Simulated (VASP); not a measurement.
# Si (P6_3/mmc) in VASP: notebook, part 2 of 2

VASP 6.6.1. Earlier steps stand in the parts before.

## Step 5: Relaxation of the atoms, PBEsol (strained cell)

Contents of INCAR:

```
PREC = Accurate
ENCUT = 520
EDIFF = 1E-6
ISMEAR = 0
SIGMA = 0.01
LREAL = F
LASPH = T
NELM = 60
ALGO = Normal
ISIF = 2
LWAVE = F
LCHARG = F
GGA = PS
IBRION = 2
NSW = 60
EDIFFG = -0.002
```

Contents of KPOINTS:

```
regular mesh
0
Gamma
  9 9 6
```

Contents of POSCAR:

```
Si
1.0
    3.8438634368      0.0000000000      0.0000000000
   -1.9219317184      3.3288833850      0.0000000000
    0.0000000000      0.0000000000      6.3057763848
Si
4
Direct
    0.3333333333      0.6666666667      0.0000086267
    0.6666666667      0.3333333333      0.5000086267
    0.3333333333      0.6666666667      0.3739913733
    0.6666666667      0.3333333333      0.8739913733
```

Potentials or basis: VASP PAW PBE potentials, release 64 (Si).

Run with:

```console
cat potpaw_PBE.64/Si/POTCAR > POTCAR
mpirun -np 1 vasp_std > vasp.out
```

OUTCAR:

```text
PREC = Accurate
   ENCUT = 520
   EDIFF = 1E-6
   ISMEAR = 0
   LREAL = F
   LASPH = T
   NELM = 60
   ISIF = 2
   GGA = PS
   IBRION = 2
   NSW = 60
   EDIFFG = -0.002

 ion  position               nearest neighbor table
   1  0.333  0.667  0.000-   4 2.36   4 2.36   4 2.36   3 2.36
   2  0.667  0.333  0.500-   3 2.36   3 2.36   3 2.36   4 2.36
   3  0.333  0.667  0.374-   2 2.36   2 2.36   2 2.36   1 2.36
   4  0.667  0.333  0.874-   1 2.36   1 2.36   1 2.36   2 2.36

  LATTYP: Found a hexagonal cell.
 ALAT       =     3.8438634368
 C/A-ratio  =     1.6404787757

  Lattice vectors:

 A1 = (   3.8438634368,   0.0000000000,   0.0000000000)
 A2 = (  -1.9219317184,   3.3288833850,   0.0000000000)
 A3 = (   0.0000000000,   0.0000000000,   6.3057763848)

Analysis of symmetry for initial positions (statically):
=====================================================================
 Subroutine PRICEL returns:
 Original cell was already a primitive cell.

 Routine SETGRP: Setting up the symmetry group for a
 hexagonal supercell.

 Subroutine GETGRP returns: Found 24 space group operations
 (whereof  6 operations were pure point group operations)
 out of a pool of 24 trial point group operations.

The static configuration has the point symmetry C_3v.
 The point group associated with its full space group is D_6h.

Analysis of symmetry for dynamics (positions and initial velocities):
=====================================================================
 Subroutine PRICEL returns:
 Original cell was already a primitive cell.

 Routine SETGRP: Setting up the symmetry group for a
 hexagonal supercell.

 Subroutine GETGRP returns: Found 24 space group operations
 (whereof  6 operations were pure point group operations)
 out of a pool of 24 trial point group operations.

The dynamic configuration has the point symmetry C_3v.
 The point group associated with its full space group is D_6h.

 Subroutine INISYM returns: Found 24 space group operations
 (whereof  6 operations are pure point group operations),
 and found     1 'primitive' translations

----------------------------------------------------------------------------------------

                                     Primitive cell

  volume of cell :      80.6873

  direct lattice vectors                    reciprocal lattice vectors
     3.843863437  0.000000000  0.000000000     0.260154924  0.150200515  0.000000000
    -1.921931718  3.328883385  0.000000000     0.000000000  0.300401031  0.000000000
     0.000000000  0.000000000  6.305776385     0.000000000  0.000000000  0.158584755

  length of vectors
     3.843863437  3.843863437  6.305776385     0.300401031  0.300401031  0.158584755

  position of ions in fractional coordinates (direct lattice)
     0.333333333  0.666666667  0.000008627
     0.666666667  0.333333333  0.500008627
     0.333333333  0.666666667  0.373991373
     0.666666667  0.333333333  0.873991373

  ion indices of the primitive-cell ions
   primitive index   ion index
                 1           1
                 2           2
                 3           3
                 4           4

----------------------------------------------------------------------------------------
[... 63 lines left out ...]
   ICHARG =      2    charge: 1-file 2-atom 10-const
   ISPIN  =      1    spin polarized calculation?
   LNONCOLLINEAR =      F non collinear calculations
   LSORBIT =      F    spin-orbit coupling
   LASPH  =      T    aspherical Exc in radial PAW
   ENCUT  =  520.0 eV  38.22 Ry    6.18 a.u.   7.15  7.15 11.72*2*pi/ulx,y,z
   NELM   =     60;   NELMIN=  2; NELMDL= -5     # of ELM steps
   EDIFF  = 0.1E-05   stopping-criterion for ELM
   LREAL  =      F    real-space projection
   EDIFFG = -.2E-02   stopping-criterion for IOM
   NSW    =     60    number of steps for IOM
   IBRION =      2    ionic relax: 0-MD 1-quasi-New 2-CG
   NFREE  =      1    steps in history (QN), initial steepest desc. (CG)
   ISIF   =      2    stress and relaxation
   ISYM   =      2    0-nonsym 1-usesym 2-fastsym
   POTIM  = 0.5000    time-step for ionic-motion
   TEBEG  =    0.0;   TEEND  =   0.0 temperature during run
   PSTRESS=    0.0 pullay stress
   NELECT =      16.0000    total number of electrons
   NUPDOWN=      -1.0000    fix difference up-down
   EMIN   =  10.00;   EMAX   =-10.00  energy-range for DOS
   EFERMI =   0.00;   METHOD = LEGACY
   ISMEAR =     0;   SIGMA  =   0.01  broadening in eV -4-tet -1-fermi 0-gaus
   EFERMI_NEDOS =   21; number of points for ismear=-14 and -15
   IALGO  =     38    algorithm
   IMIX   =      4    mixing-type and parameters
     AMIX     =   0.40;   BMIX     =  1.00
     AMIX_MAG =   1.60;   BMIX_MAG =  1.00
  volume/ion in A,a.u.               =      20.17       136.13
  Fermi-wavevector in a.u.,A,eV,Ry     =   0.954655  1.804036 12.399890  0.911366
  Thomas-Fermi vector in A             =   2.083421
   LORBIT       =      0    0 simple, 1 ext, 2 COOP (PROOUT), +10 PAW based schemes
   GGA     = PS    functional components
   LHFCALC =     F    Hartree Fock is set to
   AEXX    =    0.0000 exact exchange contribution
   IVDW    =     0    specifies the selected vdW correction
   LEPSILON=     F    determine dielectric tensor
   LRPA    =     F    only Hartree local field effects (RPA)
 conjugate gradient relaxation of ions
 non-spin polarized calculation
 Gauss-broadening in eV      SIGMA  =   0.01
  energy-cutoff  :      520.00
  volume of cell :       80.69
 maximum number of plane-waves:      2208
 NGX is ok and might be reduce to    30
   NGX = 15   NGY = 15   NGZ = 23

--------------------------------------- Ionic step        1  -------------------------------------------

 number of electron      16.0000000 magnetization

 Free energy of the ion-electron system (eV)
  ---------------------------------------------------
  ext. energy  EPLUGINS =         0.00000000
  ---------------------------------------------------
  free energy    TOTEN  =       -22.94360797 eV

  energy without entropy =      -22.94360797  energy(sigma->0) =      -22.94360797

------------------------ aborting loop because EDIFF is reached ----------------------------------------

  FORCE on cell =-STRESS in cart. coord.  units (eV):
  Direction    XX          YY          ZZ          XY          YZ          ZX
  --------------------------------------------------------------------------------------
  -------------------------------------------------------------------------------------
  Total       -0.5522042     -0.5522042      0.3231262      0.0000000     -0.0000000      0.0000000
  in kB      -10.9649130    -10.9649130      6.4161972      0.0000000     -0.0000000      0.0000000
  external PRESSURE =      -5.1712096 kB  Pullay stress =       0.0000000 kB
[... 63 lines left out ...]
--------------------------------------- Ionic step        3  -------------------------------------------

 number of electron      16.0000000 magnetization

 Free energy of the ion-electron system (eV)
  ---------------------------------------------------
  ext. energy  EPLUGINS =         0.00000000
  ---------------------------------------------------
  free energy    TOTEN  =       -22.94422660 eV

  energy without entropy =      -22.94422660  energy(sigma->0) =      -22.94422660

 E-fermi :   6.0003     XC(G=0):  -9.5186

 val. band max:        5.9541466656   @ k =   0.0000   0.0000   0.0000
 cond. band min:       6.2736018335   @ k =   0.4444  -0.0000   0.0000
 fundamental gap:      0.3194551679
 Fermi energy:         6.0002921662

 k-point     1 :       0.0000    0.0000    0.0000
  band No.  band energies     occupation
      1      -6.2395      2.00000
      2      -3.9055      2.00000
      3      -1.2667      2.00000
      4       4.3986      2.00000
      5       4.3986      2.00000
      6       5.6640      2.00000
      7       5.9541      2.00000
      8       5.9541      2.00000
      9       6.8267      0.00000
     10       7.8825      0.00000
     11       7.8825      0.00000
     12       8.3735      0.00000
[... 331 lines left out ...]
 k-point    24 :       0.3333    0.3333    0.1667
  band No.  band energies     occupation
      1      -3.0384      2.00000
      2      -3.0384      2.00000
      3      -0.8342      2.00000
      4      -0.8342      2.00000
      5       0.8066      2.00000
      6       2.4081      2.00000
      7       2.7345      2.00000
      8       2.7345      2.00000
      9       7.1027      0.00000
     10       9.6927      0.00000
     11       9.6927      0.00000
     12      11.2383      0.00000

 [... further k-points ...]

------------------------ aborting loop because EDIFF is reached ----------------------------------------

  FORCE on cell =-STRESS in cart. coord.  units (eV):
  Direction    XX          YY          ZZ          XY          YZ          ZX
  --------------------------------------------------------------------------------------
  -------------------------------------------------------------------------------------
  Total       -0.4756123     -0.4756123      0.1686439     -0.0000000      0.0000000      0.0000000
  in kB       -9.4440569     -9.4440569      3.3486987     -0.0000000      0.0000000      0.0000000
  external PRESSURE =      -5.1798050 kB  Pullay stress =       0.0000000 kB
[... 19 lines left out ...]
  FREE ENERGIE OF THE ION-ELECTRON SYSTEM (eV)
  ---------------------------------------------------
  free  energy   TOTEN  =       -22.9442265982 eV

  energy  without entropy=      -22.9442265982  energy(sigma->0) =      -22.94422660

 reached required accuracy - stopping structural energy minimisation
```

Wall time 56 s (1 thread of Intel Xeon 8259CL, shared host); peak memory 0.2 GiB.

What came out:

| Item | Value |
| --- | --- |
| Free energy | -22.9442 eV |
| Energy gained by relaxing | 0.2 meV/atom |
| Ionic steps | 3 |
| Pressure after relaxing | -0.5 GPa |
| Band gap on the k mesh | 0.32 eV (least direct gap 0.87 eV) |

Stress tensor (GPa, compression positive):
```
-0.94  0.00  0.00
 0.00 -0.94  0.00
 0.00  0.00  0.33
```

The path:
```tsv
step	energy change (eV)	largest force (eV/Å)	pressure (GPa)
1	0.0000	0.0902	-0.52
2	-0.0006	0.0238	-0.52
3	-0.0006	0.0002	-0.52
```

Final structure:
```yaml
crystal:
  lattice:
    - [3.84386, 0.00000, 0.00000]
    - [-1.92193, 3.32888, 0.00000]
    - [0.00000, 0.00000, 6.30578]
  atoms:
    - { symbol: Si, position: [0.33333, 0.66667, 0.99946] }
    - { symbol: Si, position: [0.66667, 0.33333, 0.49946] }
    - { symbol: Si, position: [0.33333, 0.66667, 0.37454] }
    - { symbol: Si, position: [0.66667, 0.33333, 0.87454] }
```

Levels at points of the mesh, in eV from the valence-band top:
```tsv
k point	band 6	band 7	band 8	band 9	band 10	band 11
(0.00, 0.00, 0.00)	-0.29	0.00	0.00	0.87	1.93	1.93
(0.00, 0.00, 0.50)	-0.95	-0.95	-0.95	1.68	1.68	2.91
```

Caveat: the cell differs from its parent crystal (strained cell); the PAW data sets were made with another functional, which shifts forces and pressure a little; an odd mesh through Γ misses points on the zone boundary, where band edges can lie.

## Step 6: Summary

| task | cell | gap on the mesh (eV) | pressure (GPa) |
| --- | --- | --- | --- |
| single point | a = 3.844, b = 3.844, c = 6.306 Å, angles 90.0, 90.0, 120.0°, 4 atoms | 0.32 | -0.5 |
| single point | a = 3.844, b = 3.844, c = 6.315 Å, angles 90.0, 90.0, 120.0°, 4 atoms | 0.33 | -0.7 |
| single point | a = 3.844, b = 3.844, c = 6.313 Å, angles 90.0, 90.0, 120.0°, 4 atoms | 0.33 | -0.6 |
| relaxation of the atoms | atoms relaxed from a = 3.844, b = 3.844, c = 6.306 Å, angles 90.0, 90.0, 120.0°, 4 atoms | 0.32 | -0.5 |

Alike in all rows: level PBEsol; potentials or basis VASP PAW PBE potentials, release 64 (Si); no spin polarisation; k mesh 9 × 9 × 6; cutoff (eV) 520; smearing gaussian 0.01 eV.

Caveats: the PAW data sets were made with another functional, which shifts forces and pressure a little; an odd mesh through Γ misses points on the zone boundary, where band edges can lie.

Total energies depend on the potentials used, so only differences within one code and one set of settings carry meaning.
